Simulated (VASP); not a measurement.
A run of VASP 6.6.1:

POSCAR

```
Li2S
1.0
    0.0000000000      2.8540007422      2.8540007422
    2.8540007422      0.0000000000      2.8540007422
    2.8540007422      2.8540007422      0.0000000000
Li S
2 1
Direct
    0.2500000000      0.2500000000      0.2500000000
    0.7500000000      0.7500000000      0.7500000000
    0.0000000000      0.0000000000      0.0000000000
```

INCAR.step1

```
  PREC = Accurate
  ENCUT = 650
  EDIFF = 1E-5
  ISMEAR = 0
  SIGMA = 0.05
  LREAL = F
  LASPH = T
  NELM = 120
  ALGO = Normal
  ISIF = 2
  LWAVE = T
  LCHARG = F
  NBANDS = 13
  GGA = PE
  GGA_COMPAT = F
```

Contents of INCAR.step2:

```
  PREC = Accurate
  ENCUT = 650
  EDIFF = 1E-6
  ISMEAR = 0
  SIGMA = 0.05
  LREAL = F
  LASPH = T
  NELM = 120
  ALGO = Normal
  ISIF = 2
  LWAVE = F
  LCHARG = F
  GGA = PE
  LHFCALC = T
  AEXX = 0.25
  HFSCREEN = 0.15
  PRECFOCK = Normal
  NBANDS = 13
  ISTART = 1
  GGA_COMPAT = F
```

KPOINTS

```
regular mesh
0
Gamma
  4 4 4
```

Potentials or basis: VASP PAW PBE potentials, release 64 (Li_sv, S).

Command:

```console
$ cat potpaw_PBE.64/Li_sv/POTCAR potpaw_PBE.64/S/POTCAR > POTCAR
$ cp INCAR.step1 INCAR
$ mpirun -np 1 vasp_std > vasp.out
$ cp INCAR.step2 INCAR
$ mpirun -np 1 vasp_std > vasp.out
```

Hardware: 1 thread of AMD EPYC 7R43 64-Core Processor (Zen 3), with other jobs on the host.

Task: How long does it take, and how much memory?

Result: Run time: 3.9 min on 1 thread of AMD EPYC 7R43 64-Core Processor (Zen 3) (shared host), peak memory 0.27 GiB. Counts: k points 8.
